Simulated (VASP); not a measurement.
The system is TiB2.

```xyz
3
Lattice="3.0657 0.0000 0.0000 -1.5329 2.6550 0.0000 0.0000 0.0000 3.2713" Properties=species:S:1:pos:R:3 pbc="T T T"
Ti    0.0000    0.0000    0.0000
B     0.0000    1.7700    1.6356
B     1.5329    0.8850    1.6356
```

| Quantity | Value |
| --- | --- |
| Program | VASP 6.6.1 |
| Task | relaxation of cell and atoms |
| Functional | LDA |
| Potentials or basis | VASP PAW LDA potentials, release 64 (Ti_sv, B) |
| Cutoff | 600 eV |
| k mesh | 12 × 12 × 10 |
| Occupations | fermi-dirac, width 0.05 eV |
| Spin | no spin polarisation |

At the start: pressure -18.9 GPa; volume 8.88 Å³/atom.

**Question.** Where does the relaxation end?

**Answer.** Over 8 steps the energy falls by 43.1 meV/atom and the volume is 8.19 Å³/atom (-7.7 %); space group P6/mmm (No. 191, to 0.1 Å) before and after.

Step by step:
| step | energy change (eV) | largest force (eV/Å) | pressure (GPa) | volume (Å³) |
| --- | --- | --- | --- | --- |
| 1 | 0.0000 | 0.0000 | -18.91 | 26.63 |
| 2 | 0.0064 | 0.0000 | 24.93 | 22.79 |
| 3 | -0.1268 | 0.0000 | -0.28 | 24.64 |
| 4 | -0.1268 | 0.0000 | 0.10 | 24.60 |
| 5 | -0.1293 | 0.0000 | 0.17 | 24.56 |
| 6 | -0.1293 | 0.0000 | 0.19 | 24.56 |
| 7 | -0.1293 | 0.0000 | -0.13 | 24.59 |
| 8 | -0.1293 | 0.0000 | -0.08 | 24.58 |

Final structure:
```
Ti B
1.0
     2.99570    0.00000    0.00000
    -1.49785    2.59436    0.00000
     0.00000    0.00000    3.16224
Ti B
1 2
Cartesian
  0.0000 0.0000 0.0000
  0.0000 1.7296 1.5811
  1.4979 0.8648 1.5811
```
